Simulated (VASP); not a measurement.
# Cu (P2/m) in VASP: further runs

Runs on Cu. Level: PBEsol. Tasks: single point.

Program: VASP 6.6.1. These are calculated values, not measurements. Logs are shortened: lines on timing, memory, paths and dates and some standing lists are left out, and cuts for length are marked.

**1. The cell of the first run**

The structure is monoclinic, space group P2/m (No. 10). The conventional cell has a = 11.647 Å, b = 2.253 Å, c = 22.371 Å, α = 90.00°, β = 101.93°, γ = 90.00°. Cu (site symmetry 2/m) has 2 Cu at 2.25 Å within 3.0 Å.

**2. Single point, PBEsol**

File INCAR:

```
PREC = Accurate
ENCUT = 520
EDIFF = 1E-6
ISMEAR = 1
SIGMA = 0.15
LREAL = False
LASPH = True
NELM = 100
ALGO = Normal
ISIF = 2
LWAVE = False
LCHARG = False
GGA = PS
NBANDS = 12
```

File KPOINTS:

```
Automatic mesh
0
Gamma
  3 13 2
```

File POSCAR:

```
Cu
1.0
   11.6468803814      0.0000000000      0.0000000000
    0.0000000000      2.2530351287      0.0000000000
   -4.6260594226      0.0000000000     21.8873884959
Cu
1
Direct
    0.5000000000      0.5000000000      0.5000000000
```

Potentials or basis: VASP PAW PBE potentials, release 64 (Cu).

Started as:

```
cat potpaw_PBE.64/Cu/POTCAR > POTCAR
mpirun -np 1 vasp_std > vasp.out
```

OUTCAR:

```text
PREC = Accurate
   ENCUT = 520
   EDIFF = 1E-6
   ISMEAR = 1
   LREAL = False
   LASPH = True
   NELM = 100
   ISIF = 2
   GGA = PS

 ion  position               nearest neighbor table
   1  0.500  0.500  0.500-

  LATTYP: Found a simple monoclinic cell.
 ALAT       =    11.6468803814
 B/A-ratio  =     0.1934453738
 C/A-ratio  =     1.9207652505
 COS(beta)  =    -0.2067889375

  Lattice vectors:

 A1 = (  11.6468803814,   0.0000000000,   0.0000000000)
 A2 = (   0.0000000000,   2.2530351287,   0.0000000000)
 A3 = (  -4.6260594226,   0.0000000000,  21.8873884959)

Analysis of symmetry for initial positions (statically):
=====================================================================
 Subroutine PRICEL returns:
 Original cell was already a primitive cell.

 Routine SETGRP: Setting up the symmetry group for a
 simple monoclinic supercell.

 Subroutine GETGRP returns: Found  4 space group operations
 (whereof  4 operations were pure point group operations)
 out of a pool of  4 trial point group operations.

The static configuration has the point symmetry C_2h.

Analysis of symmetry for dynamics (positions and initial velocities):
=====================================================================
 Subroutine PRICEL returns:
 Original cell was already a primitive cell.

 Routine SETGRP: Setting up the symmetry group for a
 simple monoclinic supercell.

 Subroutine GETGRP returns: Found  4 space group operations
 (whereof  4 operations were pure point group operations)
 out of a pool of  4 trial point group operations.

The dynamic configuration has the point symmetry C_2h.

 Subroutine INISYM returns: Found  4 space group operations
 (whereof  4 operations are pure point group operations),
 and found     1 'primitive' translations

----------------------------------------------------------------------------------------

                                     Primitive cell

  volume of cell :     574.3433

  direct lattice vectors                    reciprocal lattice vectors
    11.646880381  0.000000000  0.000000000     0.085859901  0.000000000  0.018147117
     0.000000000  2.253035129  0.000000000     0.000000000  0.443845720  0.000000000
    -4.626059423  0.000000000 21.887388496     0.000000000  0.000000000  0.045688411

  length of vectors
    11.646880381  2.253035129 22.370923114     0.087756712  0.443845720  0.045688411

  position of ions in fractional coordinates (direct lattice)
     0.500000000  0.500000000  0.500000000

  ion indices of the primitive-cell ions
   primitive index   ion index
                 1           1

----------------------------------------------------------------------------------------

 KPOINTS: Automatic mesh

Automatic generation of k-mesh.
 Grid dimensions read from file:
 generate k-points for:    3   13    2

 Generating k-lattice:

  Cartesian coordinates                     Fractional coordinates (reciprocal lattice)
     0.028619967  0.000000000  0.006049039     0.333333333  0.000000000  0.000000000
     0.000000000  0.034141978  0.000000000     0.000000000  0.076923077  0.000000000
     0.000000000  0.000000000  0.022844205     0.000000000  0.000000000  0.500000000

  Length of vectors
     0.029252237  0.034141978  0.022844205

  Shift w.r.t. Gamma in fractional coordinates (k-lattice)
     0.000000000  0.000000000  0.000000000

 Subroutine IBZKPT returns following result:
 ===========================================

 Found     28 irreducible k-points:

 Following reciprocal coordinates:
            Coordinates               Weight
  0.000000  0.000000  0.000000      1.000000
  0.333333  0.000000  0.000000      2.000000
  0.000000  0.076923  0.000000      2.000000
  0.333333  0.076923  0.000000      4.000000
  0.000000  0.153846  0.000000      2.000000
  0.333333  0.153846  0.000000      4.000000
[... 16 lines left out ...]
  0.000000  0.307692  0.500000      2.000000
  0.333333  0.307692  0.500000      4.000000
 [... further k-points ...]
   k-points           NKPTS =     28   k-points in BZ     NKDIM =     28   number of bands    NBANDS=     12
   number of dos      NEDOS =    301   number of ions     NIONS =      1
   total plane-waves  NPLWV = 272160
   dimension x,y,z NGX =    90 NGY =   18 NGZ =  168
   dimension x,y,z NGXF=   180 NGYF=   36 NGZF=  336
   ions per type =               1
   NGX,Y,Z   is equivalent  to a cutoff of  12.85, 13.28, 12.48 a.u.
   NGXF,Y,Z  is equivalent  to a cutoff of  25.69, 26.56, 24.97 a.u.
 SYSTEM =  unknown system
   PREC   = accura    normal or accurate (medium, high low for compatibility)
   ISTART =      0    job   : 0-new  1-cont  2-samecut
   ICHARG =      2    charge: 1-file 2-atom 10-const
   ISPIN  =      1    spin polarized calculation?
   LNONCOLLINEAR =      F non collinear calculations
   LSORBIT =      F    spin-orbit coupling
   LASPH  =      T    aspherical Exc in radial PAW
   ENCUT  =  520.0 eV  38.22 Ry    6.18 a.u.  21.66  4.19 41.60*2*pi/ulx,y,z
   NELM   =    100;   NELMIN=  2; NELMDL= -5     # of ELM steps
   EDIFF  = 0.1E-05   stopping-criterion for ELM
   LREAL  =      F    real-space projection
   EDIFFG = 0.1E-04   stopping-criterion for IOM
   NSW    =      0    number of steps for IOM
   IBRION =     -1    ionic relax: 0-MD 1-quasi-New 2-CG
   NFREE  =      0    steps in history (QN), initial steepest desc. (CG)
   ISIF   =      2    stress and relaxation
   ISYM   =      2    0-nonsym 1-usesym 2-fastsym
   POTIM  = 0.5000    time-step for ionic-motion
   TEBEG  =    0.0;   TEEND  =   0.0 temperature during run
   PSTRESS=    0.0 pullay stress
   NELECT =      11.0000    total number of electrons
   NUPDOWN=      -1.0000    fix difference up-down
   EMIN   =  10.00;   EMAX   =-10.00  energy-range for DOS
   EFERMI =   0.00;   METHOD = LEGACY
   ISMEAR =     1;   SIGMA  =   0.15  broadening in eV -4-tet -1-fermi 0-gaus
   EFERMI_NEDOS =   21; number of points for ismear=-14 and -15
   IALGO  =     38    algorithm
   IMIX   =      4    mixing-type and parameters
     AMIX     =   0.40;   BMIX     =  1.00
     AMIX_MAG =   1.60;   BMIX_MAG =  1.00
  volume/ion in A,a.u.               =     574.34      3875.86
  Fermi-wavevector in a.u.,A,eV,Ry     =   0.438008  0.827715  2.610290  0.191851
  Thomas-Fermi vector in A             =   1.411220
   LORBIT       =      0    0 simple, 1 ext, 2 COOP (PROOUT), +10 PAW based schemes
   GGA     = PS    functional components
   LHFCALC =     F    Hartree Fock is set to
   AEXX    =    0.0000 exact exchange contribution
   IVDW    =     0    specifies the selected vdW correction
   LEPSILON=     F    determine dielectric tensor
   LRPA    =     F    only Hartree local field effects (RPA)
 non-spin polarized calculation
 Methfessel and Paxton  Order N= 1 SIGMA  =   0.15
  energy-cutoff  :      520.00
  volume of cell :      574.34
 maximum number of plane-waves:     15556
 NGX is ok and might be reduce to    90
   NGX = 43   NGY =  9   NGZ = 83

 number of electron      10.9999999 magnetization

 Free energy of the ion-electron system (eV)
  ---------------------------------------------------
  ext. energy  EPLUGINS =         0.00000000
  ---------------------------------------------------
  free energy    TOTEN  =        -1.94894362 eV

  energy without entropy =       -1.95106383  energy(sigma->0) =       -1.94965036

 E-fermi :  -5.1166     XC(G=0):  -0.7370

 val. band max:       -5.1516162665   @ k =   0.0000   0.0000   0.0000
 cond. band min:      -4.5002169780   @ k =   0.0000   0.3077   0.0000
 fundamental gap:      0.6513992885
 Fermi energy:        -5.1166207256

 k-point     1 :       0.0000    0.0000    0.0000
  band No.  band energies     occupation
      1      -8.5821      2.00000
      2      -6.2022      2.00000
      3      -6.0031      2.00000
      4      -6.0031      2.00000
      5      -5.1516      1.38326
      6      -5.1516      1.38321
      7      -2.1117      0.00000
      8      -2.1051      0.00000
      9       0.0276      0.00000
     10       0.4208      0.00000
     11       0.5032      0.00000
     12       0.9595      0.00000

 k-point     2 :       0.3333    0.0000    0.0000
  band No.  band energies     occupation
      1      -8.5821      2.00000
      2      -6.2022      2.00000
      3      -6.0031      2.00000
      4      -6.0031      2.00000
      5      -5.1516      1.38326
      6      -5.1516      1.38322
      7      -2.1141      0.00000
      8      -2.1108      0.00000
      9       0.1997      0.00000
     10       0.5018      0.00000
     11       0.6441      0.00000
     12       0.6628      0.00000

 k-point     3 :       0.0000    0.0769    0.0000
  band No.  band energies     occupation
      1      -8.3691      2.00000
      2      -6.1175      2.00000
      3      -5.9794      2.00000
      4      -5.9794      2.00000
      5      -5.3113      2.06942
      6      -5.3113      2.06942
      7      -1.8549      0.00000
      8      -1.8477      0.00000
      9       0.2001      0.00000
     10       0.5951      0.00000
     11       0.6825      0.00000
     12       1.1330      0.00000
[... 286 lines left out ...]
 k-point    23 :       0.0000    0.3077    0.5000
  band No.  band energies     occupation
      1      -6.4959      2.00000
      2      -6.4959      2.00000
      3      -5.9476      2.00000
      4      -5.7241      2.00000
      5      -5.7241      2.00000
      6      -4.5002     -0.00000
      7       1.1616      0.00000
      8       1.1739      0.00000
      9       2.8045      0.00000
     10       3.0933      0.00000
     11       3.5243      0.00000
     12       3.7440      0.00000

 k-point    24 :       0.3333    0.3077    0.5000
  band No.  band energies     occupation
      1      -6.4959      2.00000
      2      -6.4959      2.00000
      3      -5.9476      2.00000
      4      -5.7241      2.00000
      5      -5.7241      2.00000
      6      -4.5002     -0.00000
      7       1.1571      0.00000
      8       1.1635      0.00000
      9       2.9815      0.00000
     10       3.2145      0.00000
     11       3.4696      0.00000
     12       3.5594      0.00000

 [... further k-points ...]

------------------------ aborting loop because EDIFF is reached ----------------------------------------

  FORCE on cell =-STRESS in cart. coord.  units (eV):
  Direction    XX          YY          ZZ          XY          YZ          ZX
  --------------------------------------------------------------------------------------
  -------------------------------------------------------------------------------------
  Total       -0.0091034      0.0122210     -0.0064047      0.0000000      0.0000000     -0.0005624
  in kB       -0.0253947      0.0340915     -0.0178665      0.0000000      0.0000000     -0.0015688
  external PRESSURE =      -0.0030566 kB  Pullay stress =       0.0000000 kB

 VOLUME and BASIS-vectors are now :
 -----------------------------------------------------------------------------
  energy-cutoff  :      520.00
  volume of cell :      574.34
      direct lattice vectors                 reciprocal lattice vectors
    11.646880381  0.000000000  0.000000000     0.085859901  0.000000000  0.018147117
     0.000000000  2.253035129  0.000000000     0.000000000  0.443845720  0.000000000
    -4.626059423  0.000000000 21.887388496     0.000000000  0.000000000  0.045688411

 POSITION                                       TOTAL-FORCE (eV/Angst)
 -----------------------------------------------------------------------------------
      3.51041      1.12652     10.94369         0.000000      0.000000      0.000000
 -----------------------------------------------------------------------------------
    total drift:                                0.000000     -0.000000     -0.000000

  FREE ENERGIE OF THE ION-ELECTRON SYSTEM (eV)
  ---------------------------------------------------
  free  energy   TOTEN  =        -1.9489436200 eV

  energy  without entropy=       -1.9510638307  energy(sigma->0) =       -1.94965036
```

Run time: 1.7 min. Hardware: 1 thread of Intel Xeon 6975P-C (Granite Rapids), shared host; peak memory 0.67 GiB.

What came out:

* Free energy: -1.9489 eV
* Pressure: 0.0 GPa
* Band gap on the k mesh: zero (an odd number of electrons rules out a gap without spin polarisation)

Caveat: the PAW data sets were made with another functional, which shifts forces and pressure a little.

**3. Single point, PBEsol**

This run uses another cell than the first one.

File INCAR:

```
PREC     = Accurate       # precision mode
ENCUT    = 520            # plane-wave cutoff, eV
EDIFF    = 1E-7           # SCF threshold, eV
ISMEAR   = 1              # smearing method
SIGMA    = 0.15           # smearing width, eV
LREAL    = False          # projectors in reciprocal space
LASPH    = True           # aspherical terms in the spheres
NELM     = 100            # most SCF steps
ALGO     = Normal         # electronic algorithm
ISIF     = 2              # what is computed and relaxed
LWAVE    = False          # write WAVECAR
LCHARG   = True           # write CHGCAR
GGA      = PS             # functional
LELF     = True           # ELF
LVHAR    = True         
NBANDS   = 12             # bands
```

KPOINTS is that of step 2.

File POSCAR:

```
Cu
1.0
   11.7225115940      0.0000000000      0.0000000000
    0.0000000000      2.2676656369      0.0000000000
   -4.6560996112      0.0000000000     22.0295183777
Cu
1
Direct
    0.5000000000      0.5000000000      0.5000000000
```

Potentials or basis: VASP PAW PBE potentials, release 64 (Cu).

Started as:

```
cat potpaw_PBE.64/Cu/POTCAR > POTCAR
mpirun -np 1 vasp_std > vasp.out
```

It took 2 min on 1 thread of Intel Xeon 6975P-C (Granite Rapids), shared host; peak memory 0.66 GiB.

The run converged. Its results:

```
Free energy            : -1.9484 eV
Pressure               : 0.0 GPa
Band gap on the k mesh : zero (an odd number of electrons rules out a gap without spin polarisation)
```

Levels at points of the mesh, in eV from the Fermi level:
```csv
k point,band 2,band 3,band 4,band 5,band 6,band 7,band 8,band 9,band 10,band 11
"(0.00, 0.00, 0.00)",-1.05,-0.86,-0.86,-0.03,-0.03,3.03,3.04,5.16,5.57,5.63
"(0.00, 0.00, 0.50)",-1.05,-0.86,-0.86,-0.03,-0.03,3.03,3.04,5.18,5.42,5.86
```

Caveat: the PAW data sets were made with another functional, which shifts forces and pressure a little.

**4. Single point, PBEsol**

This run uses another cell than the first one.

File INCAR:

```
SYSTEM = Cu
ALGO = Normal
EDIFF = 1E-7
ENCUT = 520
GGA = PS
ISIF = 2
ISMEAR = 1
LASPH = .True.
LCHARG = .False.
LREAL = .False.
LWAVE = .False.
NBANDS = 12
NELM = 60
PREC = Accurate
SIGMA = 0.15
```

File KPOINTS:

```
k-points
0
Gamma
  3 13 2
  0 0 0
```

File POSCAR:

```
Cu
1.0
   11.7971792861      0.0000000000      0.0000000000
    0.0000000000      2.2821097565      0.0000000000
   -4.6857570963      0.0000000000     22.1698375646
Cu
1
Direct
    0.5000000000      0.5000000000      0.5000000000
```

Started as:

```
cat potpaw_PBE.64/Cu/POTCAR > POTCAR
mpirun -np 1 vasp_std > vasp.out
```

Wall time 2.1 min (1 thread of Intel Xeon 6975P-C (Granite Rapids), shared host); peak memory 0.71 GiB.

It converged, with:

```
Free energy            : -1.9465 eV
Pressure               : 0.0 GPa
Band gap on the k mesh : zero (an odd number of electrons rules out a gap without spin polarisation)
```

Stress tensor (GPa, compression positive):
```
 0.00  0.00  0.00
 0.00 -0.11  0.00
 0.00  0.00  0.00
```

Levels at points of the mesh, in eV from the Fermi level:
```
           k point  band 2  band 3  band 4  band 5  band 6  band 7  band 8  band 9  band 10  band 11
(0.00, 0.00, 0.00)   -1.01   -0.83   -0.83   -0.03   -0.03    3.06    3.06    5.17     5.57     5.64
(0.00, 0.00, 0.50)   -1.01   -0.83   -0.83   -0.03   -0.03    3.06    3.06    5.19     5.43     5.86
```

Caveat: the PAW data sets were made with another functional, which shifts forces and pressure a little.

**5. Overview**

```csv
cell,gap on the mesh (eV),pressure (GPa)
"a = 11.647, b = 2.253, c = 22.371 Å, angles 90.0, 101.9, 90.0°, 1 atom",none,0.0
"a = 11.723, b = 2.268, c = 22.516 Å, angles 90.0, 101.9, 90.0°, 1 atom",none,0.0
"a = 11.797, b = 2.282, c = 22.660 Å, angles 90.0, 101.9, 90.0°, 1 atom",none,0.0
```

Alike in all rows: task single point; level PBEsol; potentials or basis VASP PAW PBE potentials, release 64 (Cu); no spin polarisation; k mesh 3 × 13 × 2; cutoff (eV) 520; smearing methfessel-paxton 0.15 eV.

Caveats: the PAW data sets were made with another functional, which shifts forces and pressure a little.

Total energies depend on the potentials used, so only differences within one code and one set of settings carry meaning.

The gap in the log of VASP goes by the Fermi energy; the results here count the filled bands.